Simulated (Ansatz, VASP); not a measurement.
## Ni: VASP beside Ansatz

Contents of INCAR:

```
SYSTEM = Ni
PREC     = Accurate       ! precision mode
ENCUT    = 600            ! plane-wave cutoff, eV
EDIFF    = 1E-6           ! SCF threshold, eV
ISMEAR   = 0              ! smearing method
SIGMA    = 0.1            ! smearing width, eV
LREAL    = .FALSE.        ! projectors in reciprocal space
LASPH    = .TRUE.         ! aspherical terms in the spheres
NELM     = 200            ! most SCF steps
ALGO     = Normal         ! electronic algorithm
ISIF     = 2              ! what is computed and relaxed
LWAVE    = .FALSE.        ! write WAVECAR
LCHARG   = .TRUE.         ! write CHGCAR
ISPIN    = 2              ! spin polarisation
MAGMOM   = 0.82           ! initial moments
LORBIT   = 11             ! projections on sites
LMAXMIX  = 4              ! l up to which the mixer works
GGA      = PE             ! functional
LELF     = .TRUE.         ! ELF
LVHAR    = .TRUE.       
NBANDS   = 15             ! bands
GGA_COMPAT= .FALSE.
```

File KPOINTS:

```
regular mesh
0
G
  20 20 20
  0 0 0
```

File POSCAR:

```
Ni
1.0
    0.0000000000      1.8022184981      1.8022184981
    1.8022184981      0.0000000000      1.8022184981
    1.8022184981      1.8022184981      0.0000000000
Ni
1
Direct
    0.0000000000      0.0000000000      0.0000000000
```

Input for Ansatz:

```yaml
crystal:
  lattice:
    - [0.0, 1.8022184981, 1.8022184981]
    - [1.8022184981, 0.0, 1.8022184981]
    - [1.8022184981, 1.8022184981, 0.0]
  atoms:
    - { symbol: Ni, position: [0.0, 0.0, 0.0], spin: 0.82 }
basis:
  ecutwfc: 420
kpoints:
  mp_grid: { grid: [20, 20, 20] }
hamiltonian:
  xc: pbe
scf:
  occupations: { method: gaussian, width: 0.1 }
output:
  forces: true
  stress: true
  eigenvalues: true
  populations: true
magnetization:
  spin_polarized: true
```

Alike in both runs: task single point; functional PBE; k mesh 20 × 20 × 20; occupations gaussian, width 0.1 eV; collinear spin.

|  | VASP | Ansatz |
| --- | --- | --- |
| version | VASP 6.6.1 | Ansatz 0.2.0 |
| potentials or method | VASP PAW PBE potentials, release 64 (Ni), cutoff 600 eV | scalar-relativistic, plane waves, PAW |
| valence electrons in the cell | 10 | 18 |

Ansatz gave:

```
gap on the k mesh at the Fermi level (eV)                     : none
pressure (GPa)                                                : -12.1
net moment per atom (μB)                                      : 0.65
size of the moment on the site where the two differ most (μB) : 0.69
```

Problem. Which values does VASP return?

Solution. gap on the k mesh at the Fermi level (eV): none; pressure (GPa): -12.0; net moment per atom (μB): 0.64; size of the moment on the site where the two differ most (μB): 0.66.

Site moments also hang on the region over which each program counts them. A gap of «none» marks a metal or a gap that the smearing closes. With one functional, cell and mesh, what is left measures potentials, basis and numerics. VASP's potentials hold 10 valence electrons a cell and Ansatz's 18, so a difference there can come from the potentials and not from the codes.
